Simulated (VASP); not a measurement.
BN:

```
CELL_PARAMETERS angstrom
0.00733 3.45416 2.10203
1.24672 -0.04104 2.17249
1.24405 3.49687 -0.06468
ATOMIC_POSITIONS crystal
B 0.00626 0.99219 0.99966
N 0.68231 0.64819 0.33493
```

Base run:

- Program: VASP 6.6.1
- Functional: PBE
- Potentials or basis: VASP PAW PBE potentials, release 64 (B, N)
- Cutoff: 520 eV
- k mesh: 8 × 8 × 8
- Occupations: gaussian, width 0.02 eV
- Spin: no spin polarisation

Its results: band gap on the k mesh 3.87 eV (least direct gap 4.85 eV); pressure 5.4 GPa; largest force 0.717 eV/Å.

Q: After a change of settings the same cell gave: band gap on the k mesh 4.47 eV (least direct gap 5.39 eV); pressure 5.3 GPa; largest force 0.729 eV/Å. Which change was it?
A. k mesh from 8 × 8 × 8 to 4 × 4 × 4
B. k mesh from 8 × 8 × 8 to 10 × 10 × 10; further incar settings from ALGO = Normal; EDIFF = 1e-07; NBANDS = 11 to ALGO = Normal; EDIFF = 1e-06; NBANDS = 11
C. k mesh from 8 × 8 × 8 to 12 × 12 × 12
D. k mesh from 8 × 8 × 8 to 6 × 6 × 6; further incar settings from ALGO = Normal; EDIFF = 1e-07; NBANDS = 11 to ALGO = Normal; EDIFF = 1e-06; NBANDS = 11

A: A.

Caveats: some runs use coarse meshes; the cell stands under pressure (at least some runs).
